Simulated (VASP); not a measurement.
# CaO (Fm-3m) in VASP: notebook

Aim: see how the results for CaO move with the level of theory and the settings. Levels: LDA, BLYP. Tasks: single point.

Program: VASP 6.6.1. These are calculated values, not measurements. Logs are shortened: lines on timing, memory, paths and dates and some standing lists are left out, and cuts for length are marked.

## Step 1: The cell of the first run

It takes space group Fm-3m (No. 225, cubic). Conventional cell: a = 4.769 Å, b = 4.769 Å, c = 4.769 Å, α = 90.00°, β = 90.00°, γ = 90.00°. Ca (site symmetry m-3m) has 6 O at 2.38 Å within 3.1 Å. O (site symmetry m-3m) has 6 Ca at 2.38 Å within 3.1 Å.

## Step 2: Single point, LDA (volume scaled by 1.04)

File INCAR:

```
  ALGO = Normal
  EDIFF = 1E-6
  ENCUT = 520
  ISIF = 2
  ISMEAR = 0
  LASPH = True
  LCHARG = False
  LREAL = False
  LWAVE = False
  NBANDS = 15
  NELM = 80
  PREC = Accurate
  SIGMA = 0.05
```

File KPOINTS:

```
k-points
0
Gamma
  8 8 8
```

File POSCAR:

```
CaO
1.0
    0.0000000000      2.3846136661      2.3846136661
    2.3846136661      0.0000000000      2.3846136661
    2.3846136661      2.3846136661      0.0000000000
Ca O
1 1
Direct
    0.5000000000      0.5000000000      0.5000000000
    0.0000000000      0.0000000000      0.0000000000
```

Potentials or basis: VASP PAW LDA potentials, release 64 (Ca_sv, O).

Run with:

```console
$ cat potpaw_LDA.64/Ca_sv/POTCAR potpaw_LDA.64/O/POTCAR > POTCAR
$ mpirun -np 1 vasp_std > vasp.out
```

OUTCAR:

```text
EDIFF = 1E-6
   ENCUT = 520
   ISIF = 2
   ISMEAR = 0
   LASPH = True
   LREAL = False
   NELM = 80
   PREC = Accurate

 ion  position               nearest neighbor table
   1  0.500  0.500  0.500-   2 2.38   2 2.38   2 2.38   2 2.38   2 2.38   2 2.38
   2  0.000  0.000  0.000-   1 2.38   1 2.38   1 2.38   1 2.38   1 2.38   1 2.38

  LATTYP: Found a face centered cubic cell.
 ALAT       =     4.7692273322

  Lattice vectors:

 A1 = (   0.0000000000,   2.3846136661,   2.3846136661)
 A2 = (   2.3846136661,   0.0000000000,   2.3846136661)
 A3 = (   2.3846136661,   2.3846136661,   0.0000000000)

Analysis of symmetry for initial positions (statically):
=====================================================================
 Subroutine PRICEL returns:
 Original cell was already a primitive cell.

 Routine SETGRP: Setting up the symmetry group for a
 face centered cubic supercell.

 Subroutine GETGRP returns: Found 48 space group operations
 (whereof 48 operations were pure point group operations)
 out of a pool of 48 trial point group operations.

The static configuration has the point symmetry O_h .

Analysis of symmetry for dynamics (positions and initial velocities):
=====================================================================
 Subroutine PRICEL returns:
 Original cell was already a primitive cell.

 Routine SETGRP: Setting up the symmetry group for a
 face centered cubic supercell.

 Subroutine GETGRP returns: Found 48 space group operations
 (whereof 48 operations were pure point group operations)
 out of a pool of 48 trial point group operations.

The dynamic configuration has the point symmetry O_h .

 Subroutine INISYM returns: Found 48 space group operations
 (whereof 48 operations are pure point group operations),
 and found     1 'primitive' translations

----------------------------------------------------------------------------------------

                                     Primitive cell

  volume of cell :      27.1197

  direct lattice vectors                    reciprocal lattice vectors
     0.000000000  2.384613666  2.384613666    -0.209677570  0.209677570  0.209677570
     2.384613666  0.000000000  2.384613666     0.209677570 -0.209677570  0.209677570
     2.384613666  2.384613666  0.000000000     0.209677570  0.209677570 -0.209677570

  length of vectors
     3.372352988  3.372352988  3.372352988     0.363172205  0.363172205  0.363172205

  position of ions in fractional coordinates (direct lattice)
     0.500000000  0.500000000  0.500000000
     0.000000000  0.000000000  0.000000000

  ion indices of the primitive-cell ions
   primitive index   ion index
                 1           1
                 2           2

----------------------------------------------------------------------------------------

 KPOINTS: k-points

Automatic generation of k-mesh.
 Grid dimensions read from file:
 generate k-points for:    8    8    8

 Generating k-lattice:

  Cartesian coordinates                     Fractional coordinates (reciprocal lattice)
    -0.026209696  0.026209696  0.026209696     0.125000000  0.000000000  0.000000000
     0.026209696 -0.026209696  0.026209696     0.000000000  0.125000000  0.000000000
     0.026209696  0.026209696 -0.026209696     0.000000000  0.000000000  0.125000000

  Length of vectors
     0.045396526  0.045396526  0.045396526

  Shift w.r.t. Gamma in fractional coordinates (k-lattice)
     0.000000000  0.000000000  0.000000000

 Subroutine IBZKPT returns following result:
 ===========================================

 Found     29 irreducible k-points:

 Following reciprocal coordinates:
            Coordinates               Weight
  0.000000  0.000000  0.000000      1.000000
  0.125000  0.000000  0.000000      8.000000
  0.250000  0.000000  0.000000      8.000000
  0.375000  0.000000  0.000000      8.000000
  0.500000  0.000000  0.000000      4.000000
  0.125000  0.125000  0.000000      6.000000
[... 16 lines left out ...]
  0.500000  0.250000  0.125000     48.000000
 -0.375000  0.250000  0.125000     24.000000
 [... further k-points ...]
   k-points           NKPTS =     29   k-points in BZ     NKDIM =     29   number of bands    NBANDS=     15
   number of dos      NEDOS =    301   number of ions     NIONS =      2
   total plane-waves  NPLWV =  21952
   dimension x,y,z NGX =    28 NGY =   28 NGZ =   28
   dimension x,y,z NGXF=    56 NGYF=   56 NGZF=   56
   ions per type =               1   1
   NGX,Y,Z   is equivalent  to a cutoff of  13.80, 13.80, 13.80 a.u.
   NGXF,Y,Z  is equivalent  to a cutoff of  27.61, 27.61, 27.61 a.u.
 SYSTEM =  unknown system
   PREC   = accura    normal or accurate (medium, high low for compatibility)
   ISTART =      0    job   : 0-new  1-cont  2-samecut
   ICHARG =      2    charge: 1-file 2-atom 10-const
   ISPIN  =      1    spin polarized calculation?
   LNONCOLLINEAR =      F non collinear calculations
   LSORBIT =      F    spin-orbit coupling
   LASPH  =      T    aspherical Exc in radial PAW
   ENCUT  =  520.0 eV  38.22 Ry    6.18 a.u.   6.27  6.27  6.27*2*pi/ulx,y,z
   NELM   =     80;   NELMIN=  2; NELMDL= -5     # of ELM steps
   EDIFF  = 0.1E-05   stopping-criterion for ELM
   LREAL  =      F    real-space projection
   EDIFFG = 0.1E-04   stopping-criterion for IOM
   NSW    =      0    number of steps for IOM
   IBRION =     -1    ionic relax: 0-MD 1-quasi-New 2-CG
   NFREE  =      0    steps in history (QN), initial steepest desc. (CG)
   ISIF   =      2    stress and relaxation
   ISYM   =      2    0-nonsym 1-usesym 2-fastsym
   POTIM  = 0.5000    time-step for ionic-motion
   TEBEG  =    0.0;   TEEND  =   0.0 temperature during run
   PSTRESS=    0.0 pullay stress
   NELECT =      16.0000    total number of electrons
   NUPDOWN=      -1.0000    fix difference up-down
   EMIN   =  10.00;   EMAX   =-10.00  energy-range for DOS
   EFERMI =   0.00;   METHOD = LEGACY
   ISMEAR =     0;   SIGMA  =   0.05  broadening in eV -4-tet -1-fermi 0-gaus
   EFERMI_NEDOS =   21; number of points for ismear=-14 and -15
   IALGO  =     38    algorithm
   IMIX   =      4    mixing-type and parameters
     AMIX     =   0.40;   BMIX     =  1.00
     AMIX_MAG =   1.60;   BMIX_MAG =  1.00
  volume/ion in A,a.u.               =      13.56        91.51
  Fermi-wavevector in a.u.,A,eV,Ry     =   1.373051  2.594691 25.650658  1.885270
  Thomas-Fermi vector in A             =   2.498603
   LORBIT       =      0    0 simple, 1 ext, 2 COOP (PROOUT), +10 PAW based schemes
   GGA     = CA    functional components
   LHFCALC =     F    Hartree Fock is set to
   AEXX    =    0.0000 exact exchange contribution
   IVDW    =     0    specifies the selected vdW correction
   LEPSILON=     F    determine dielectric tensor
   LRPA    =     F    only Hartree local field effects (RPA)
 non-spin polarized calculation
 Gauss-broadening in eV      SIGMA  =   0.05
  energy-cutoff  :      520.00
  volume of cell :       27.12
 maximum number of plane-waves:       745
 NGX is ok and might be reduce to    28
   NGX = 13   NGY = 13   NGZ = 13

 number of electron      15.9999997 magnetization

 Free energy of the ion-electron system (eV)
  ---------------------------------------------------
  ext. energy  EPLUGINS =         0.00000000
  ---------------------------------------------------
  free energy    TOTEN  =       -14.21191646 eV

  energy without entropy =      -14.21191646  energy(sigma->0) =      -14.21191646

 E-fermi :   2.4435     XC(G=0): -11.1443

 val. band max:        2.1500909426   @ k =   0.0000   0.0000   0.0000
 cond. band min:       5.5964870417   @ k =   0.5000   0.5000   0.0000
 fundamental gap:      3.4463960990
 Fermi energy:         2.4434852521

 k-point     1 :       0.0000    0.0000    0.0000
  band No.  band energies     occupation
      1     -34.8191      2.00000
      2     -15.8477      2.00000
      3     -15.8477      2.00000
      4     -15.8477      2.00000
      5     -13.1039      2.00000
      6       2.1501      2.00000
      7       2.1501      2.00000
      8       2.1501      2.00000
      9       6.9035      0.00000
     10       8.3127      0.00000
     11       8.3127      0.00000
     12       8.3127      0.00000
     13       9.9156      0.00000
     14       9.9156      0.00000
     15      17.1002      0.00000

 k-point     2 :       0.1250    0.0000    0.0000
  band No.  band energies     occupation
      1     -34.8012      2.00000
      2     -16.0977      2.00000
      3     -15.8566      2.00000
      4     -15.8566      2.00000
      5     -12.8437      2.00000
      6       1.5907      2.00000
      7       1.9241      2.00000
      8       1.9241      2.00000
      9       7.5945      0.00000
     10       8.2726      0.00000
     11       8.5918      0.00000
     12       8.5918      0.00000
     13      10.3060      0.00000
     14      10.3060      0.00000
     15      17.7458      0.00000

 k-point     3 :       0.2500    0.0000    0.0000
  band No.  band energies     occupation
      1     -34.7575      2.00000
      2     -16.5828      2.00000
      3     -15.8781      2.00000
      4     -15.8781      2.00000
      5     -12.3320      2.00000
      6       0.5438      2.00000
      7       1.4433      2.00000
      8       1.4433      2.00000
      9       8.3459      0.00000
     10       9.0643      0.00000
     11       9.3259      0.00000
     12       9.3259      0.00000
     13      11.2422      0.00000
     14      11.2422      0.00000
     15      18.2106      0.00000
[... 343 lines left out ...]
 k-point    23 :       0.5000    0.2500    0.1250
  band No.  band energies     occupation
      1     -34.6907      2.00000
      2     -16.7987      2.00000
      3     -16.1055      2.00000
      4     -15.9622      2.00000
      5     -12.1278      2.00000
      6       0.0648      2.00000
      7       1.0220      2.00000
      8       1.2742      2.00000
      9       7.9541      0.00000
     10       9.6756      0.00000
     11      10.6930      0.00000
     12      10.8295      0.00000
     13      12.2390      0.00000
     14      13.3953      0.00000
     15      17.0397      0.00000

 k-point    24 :      -0.3750    0.2500    0.1250
  band No.  band energies     occupation
      1     -34.6761      2.00000
      2     -16.8682      2.00000
      3     -16.1229      2.00000
      4     -15.9913      2.00000
      5     -12.0676      2.00000
      6       0.0100      2.00000
      7       0.9771      2.00000
      8       1.0384      2.00000
      9       8.8822      0.00000
     10       8.9505      0.00000
     11      11.0067      0.00000
     12      11.2367      0.00000
     13      12.5494      0.00000
     14      14.1994      0.00000
     15      16.1104      0.00000

 [... further k-points ...]
[... 5 lines left out ...]
  --------------------------------------------------------------------------------------
  -------------------------------------------------------------------------------------
  Total       -0.6325261     -0.6325261     -0.6325261      0.0000000      0.0000000     -0.0000000
  in kB      -37.3684373    -37.3684373    -37.3684373      0.0000000      0.0000000     -0.0000000
  external PRESSURE =     -37.3684373 kB  Pullay stress =       0.0000000 kB

 VOLUME and BASIS-vectors are now :
 -----------------------------------------------------------------------------
  energy-cutoff  :      520.00
  volume of cell :       27.12
      direct lattice vectors                 reciprocal lattice vectors
     0.000000000  2.384613666  2.384613666    -0.209677570  0.209677570  0.209677570
     2.384613666  0.000000000  2.384613666     0.209677570 -0.209677570  0.209677570
     2.384613666  2.384613666  0.000000000     0.209677570  0.209677570 -0.209677570

 POSITION                                       TOTAL-FORCE (eV/Angst)
 -----------------------------------------------------------------------------------
      2.38461      2.38461      2.38461        -0.000000     -0.000000     -0.000000
      0.00000      0.00000      0.00000         0.000000      0.000000      0.000000
 -----------------------------------------------------------------------------------
    total drift:                                0.000000      0.000000      0.000000

  FREE ENERGIE OF THE ION-ELECTRON SYSTEM (eV)
  ---------------------------------------------------
  free  energy   TOTEN  =       -14.2119164649 eV

  energy  without entropy=      -14.2119164649  energy(sigma->0) =      -14.21191646
```

Wall time 5.6 s (1 thread of Intel Xeon 6975P-C (Granite Rapids), shared host); peak memory 0.14 GiB.

Results:

```yaml
Free_energy: -14.2119 eV
Pressure: -3.7 GPa
Band_gap_on_the_k_mesh: 3.45 eV, indirect (least direct gap 3.82 eV)
```

Caveat: the cell differs from its parent crystal (volume scaled by 1.04).

## Step 3: Single point, BLYP

This run uses another cell than the first one, of 14.44 Å³/atom, 1.065 times its volume.

File INCAR:

```
  AGGAC = 1.0
  AGGAX = 1.0
  ALDAC = 0.0
  ALDAX = 1.0
  ALGO = Normal
  EDIFF = 1E-6
  ENCUT = 520
  GGA = B5
  ISIF = 2
  ISMEAR = 0
  LASPH = T
  LCHARG = F
  LREAL = F
  LWAVE = F
  NBANDS = 15
  NELM = 80
  PREC = Accurate
  SIGMA = 0.05
```

KPOINTS is that of step 2.

File POSCAR:

```
CaO
1.0
    0.0000000000      2.4350548383      2.4350548383
    2.4350548383      0.0000000000      2.4350548383
    2.4350548383      2.4350548383      0.0000000000
Ca O
1 1
Direct
    0.5000000000      0.5000000000      0.5000000000
    0.0000000000      0.0000000000      0.0000000000
```

Potentials or basis: VASP PAW PBE potentials, release 64 (Ca_sv, O).

Run with:

```console
$ cat potpaw_PBE.64/Ca_sv/POTCAR potpaw_PBE.64/O/POTCAR > POTCAR
$ mpirun -np 1 vasp_std > vasp.out
```

Run time: 10 s. Hardware: 1 thread of Intel Xeon 6975P-C (Granite Rapids), shared host; peak memory 0.16 GiB.

It converged, with:

| Property | Result |
| --- | --- |
| Free energy | -12.3038 eV |
| Pressure | 0.5 GPa |
| Band gap on the k mesh | 3.73 eV, indirect (least direct gap 4.11 eV) |

Levels at points of the mesh, in eV from the valence-band top:
```
           k point  band 5  band 6  band 7  band 8  band 9  band 10  band 11  band 12
(0.00, 0.00, 0.00)  -15.35    0.00    0.00    0.00    4.67     6.07     6.07     6.07
(0.50, 0.00, 0.00)  -14.34   -2.48   -1.13   -1.13    6.87     8.03     8.03     8.52
(0.50, 0.50, 0.00)  -15.12   -1.26   -0.37   -0.37    3.73     7.70     8.54     9.11
```

Caveat: the PAW data sets were made with another functional, which shifts forces and pressure a little. As with any semilocal functional, this BLYP gap is likely too small.

## Step 4: Single point, BLYP (volume scaled by 0.98)

File INCAR:

```
SYSTEM = CaO
PREC     = Accurate       ! precision mode
ENCUT    = 520            ! plane-wave cutoff, eV
EDIFF    = 1E-6           ! SCF threshold, eV
ISMEAR   = 0              ! smearing method
SIGMA    = 0.05           ! smearing width, eV
LREAL    = .FALSE.        ! projectors in reciprocal space
LASPH    = .TRUE.         ! aspherical terms in the spheres
NELM     = 100            ! most SCF steps
ALGO     = Normal         ! electronic algorithm
ISIF     = 2              ! what is computed and relaxed
LWAVE    = .FALSE.        ! write WAVECAR
LCHARG   = .TRUE.         ! write CHGCAR
GGA      = B5             ! functional
ALDAX    = 1.0          
AGGAX    = 1.0          
AGGAC    = 1.0          
ALDAC    = 0.0          
LELF     = .TRUE.         ! ELF
LVHAR    = .TRUE.       
NBANDS   = 15             ! bands
```

File KPOINTS:

```
regular mesh
0
G
  8 8 8
  0 0 0
```

File POSCAR:

```
CaO
1.0
    0.0000000000      2.4187116960      2.4187116960
    2.4187116960      0.0000000000      2.4187116960
    2.4187116960      2.4187116960      0.0000000000
Ca O
1 1
Direct
    0.5000000000      0.5000000000      0.5000000000
    0.0000000000      0.0000000000      0.0000000000
```

Potentials or basis: VASP PAW PBE potentials, release 64 (Ca_sv, O).

Run with:

```console
$ cat potpaw_PBE.64/Ca_sv/POTCAR potpaw_PBE.64/O/POTCAR > POTCAR
$ mpirun -np 1 vasp_std > vasp.out
```

OUTCAR:

```text
SYSTEM = CaO
   PREC = Accurate
   ENCUT = 520
   EDIFF = 1E-6
   ISMEAR = 0
   LREAL = .FALSE.
   LASPH = .TRUE.
   NELM = 100
   ISIF = 2
   GGA = B5

 ion  position               nearest neighbor table
   1  0.500  0.500  0.500-   2 2.42   2 2.42   2 2.42   2 2.42   2 2.42   2 2.42
   2  0.000  0.000  0.000-   1 2.42   1 2.42   1 2.42   1 2.42   1 2.42   1 2.42

  LATTYP: Found a face centered cubic cell.
 ALAT       =     4.8374233920

  Lattice vectors:

 A1 = (   0.0000000000,   2.4187116960,   2.4187116960)
 A2 = (   2.4187116960,   0.0000000000,   2.4187116960)
 A3 = (   2.4187116960,   2.4187116960,   0.0000000000)
[... 610 lines left out ...]
     12      11.2890      0.00000
     13      12.4778      0.00000
     14      14.3779      0.00000
     15      16.1776      0.00000

 [... further k-points ...]
[... 5 lines left out ...]
  --------------------------------------------------------------------------------------
  -------------------------------------------------------------------------------------
  Total        0.4865997      0.4865997      0.4865997      0.0000000      0.0000000      0.0000000
  in kB       27.5486380     27.5486380     27.5486380      0.0000000      0.0000000      0.0000000
  external PRESSURE =      27.5486380 kB  Pullay stress =       0.0000000 kB

 VOLUME and BASIS-vectors are now :
 -----------------------------------------------------------------------------
  energy-cutoff  :      520.00
  volume of cell :       28.30
      direct lattice vectors                 reciprocal lattice vectors
     0.000000000  2.418711696  2.418711696    -0.206721620  0.206721620  0.206721620
     2.418711696  0.000000000  2.418711696     0.206721620 -0.206721620  0.206721620
     2.418711696  2.418711696  0.000000000     0.206721620  0.206721620 -0.206721620

 POSITION                                       TOTAL-FORCE (eV/Angst)
 -----------------------------------------------------------------------------------
      2.41871      2.41871      2.41871        -0.000000     -0.000000     -0.000000
      0.00000      0.00000      0.00000         0.000000      0.000000      0.000000
 -----------------------------------------------------------------------------------
    total drift:                                0.000000      0.000000      0.000000

  FREE ENERGIE OF THE ION-ELECTRON SYSTEM (eV)
  ---------------------------------------------------
  free  energy   TOTEN  =       -12.2974132963 eV

  energy  without entropy=      -12.2974132963  energy(sigma->0) =      -12.29741330
```

stdout:

```text
POSCAR found type information on POSCAR CaO
 POSCAR found :  2 types and       2 ions
 scaLAPACK will be used
 -----------------------------------------------------------------------------
|                                                                             |
|                                                                             |
|     You enforced a specific xc type in the INCAR file but a different       |
|     I HOPE YOU KNOW WHAT YOU ARE DOING!                                     |
|                                                                             |
 -----------------------------------------------------------------------------

 LDA part: xc-table for (Slater(with rela. corr.)+VWN5), standard interpolation
 POSCAR, INCAR and KPOINTS ok, starting setup
 FFT: planning ... GRIDC
 FFT: planning ... GRID_SOFT
 FFT: planning ... GRID
 WAVECAR not read
 entering main loop
```

Run time: 11 s. Hardware: 1 thread of Intel Xeon 6975P-C (Granite Rapids), shared host; peak memory 0.16 GiB.

What came out:

- Free energy: -12.2974 eV
- Pressure: 2.8 GPa
- Band gap on the k mesh: 3.73 eV, indirect (least direct gap 4.10 eV)

Caveat: the cell differs from its parent crystal (volume scaled by 0.98); the PAW data sets were made with another functional, which shifts forces and pressure a little.

[end of part 1 of 2]
